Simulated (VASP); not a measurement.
PbO:

```xyz
2
Lattice="0.0000 2.5054 2.5054 2.5054 0.0000 2.5054 2.5054 2.5054 0.0000" Properties=species:S:1:pos:R:3 pbc="T T T"
Pb    0.0000    0.0000    0.0000
O     2.5054    2.5054    2.5054
```

This cell differs from its parent crystal: strain -3.9%.

Base run:

```yaml
Program: VASP 6.6.1
Functional: PBE
Potentials_or_basis: VASP PAW PBE potentials, release 64 (Pb_d, O)
Cutoff: 600 eV
k_mesh: 8 × 8 × 8
Occupations: fermi-dirac, width 0.02 eV
Spin: no spin polarisation
```

Its results: band gap on the k mesh 0.80 eV (least direct gap 1.06 eV); pressure 18.0 GPa.

Question: The run is repeated on the same cell with these changes: functional from PBE to r2SCAN; cutoff from 600 eV to 660 eV. What comes out?

Answer: Band gap on the k mesh 0.80 eV (least direct gap 0.84 eV); pressure 15.6 GPa.

Caveats: the cell stands under pressure; spin-orbit coupling is left out, which moves the levels of the heavy elements; the PAW data sets were made with another functional, which shifts forces and pressure a little (at least some runs).

A k mesh can miss the band edges.
